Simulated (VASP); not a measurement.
Set up this calculation in VASP 6.6.1, as the native input.

```yaml
Task: single point
Functional: r2SCAN
Potentials_or_basis: VASP PAW PBE potentials, release 64 (Ga_d, N)
Cutoff: 520 eV
k_mesh: 6 × 6 × 3
Occupations: fermi-dirac, width 0.05 eV
Spin: no spin polarisation
Dipole_correction: no
Further_INCAR_settings: ALGO = Normal; EDIFF = 1e-06; NBANDS = 26
```

The system is GaN.

```xyz
4
Lattice="3.1800 0.0000 0.0000 -1.5900 2.7540 0.0000 0.0000 0.0000 5.1660" Properties=species:S:1:pos:R:3 pbc="T T T"
Ga    1.5900    0.9180    2.5830
Ga    0.0000    1.8360    0.0000
N     1.5900    0.9180    4.5203
N     0.0000    1.8360    1.9373
```

The input as run:

POSCAR

```
GaN
1.0
    3.1800000000      0.0000000000      0.0000000000
   -1.5900000000      2.7539607840      0.0000000000
    0.0000000000      0.0000000000      5.1660000000
Ga N
2 2
Direct
    0.6666666667      0.3333333333      0.5000000000
    0.3333333333      0.6666666667      0.0000000000
    0.6666666667      0.3333333333      0.8750000000
    0.3333333333      0.6666666667      0.3750000000
```

INCAR.step1

```
SYSTEM = GaN
ALGO = Normal ; EDIFF = 1E-4
ENCUT = 520 ; GGA = PE
ISMEAR = -1 ; LASPH = .True.
LCHARG = .False. ; LREAL = .False.
LWAVE = .True. ; NBANDS = 26
NELM = 100 ; PREC = Accurate
SIGMA = 0.05
```

INCAR.step2

```
SYSTEM = GaN
ALGO = Normal ; EDIFF = 1E-6
ENCUT = 520 ; ISIF = 2
ISMEAR = -1 ; ISTART = 1
LASPH = .True. ; LCHARG = .False.
LMIXTAU = .True. ; LREAL = .False.
LWAVE = .False. ; METAGGA = R2SCAN
NBANDS = 26 ; NELM = 100
PREC = Accurate ; SIGMA = 0.05
```

KPOINTS

```
k-points
0
Gamma
  6 6 3
  0 0 0
```

Potentials or basis: VASP PAW PBE potentials, release 64 (Ga_d, N).

Command:

```bash
$ cat potpaw_PBE.64/Ga_d/POTCAR potpaw_PBE.64/N/POTCAR > POTCAR
$ cp INCAR.step1 INCAR
$ mpirun -np 1 vasp_std > vasp.out
$ cp INCAR.step2 INCAR
$ mpirun -np 1 vasp_std > vasp.out
```

Results of the run:

| Quantity | Value |
| --- | --- |
| Pressure | 2.1 GPa |
| Largest force | 0.136 eV/Å |
| Band gap on the k mesh | 2.37 eV, direct |

Caveat: the PAW data sets were made with another functional, which shifts forces and pressure a little.

Wall time 27 s on 1 thread of Intel(R) Xeon(R) 6975P-C (Granite Rapids) (shared host), peak memory 0.16 GiB.
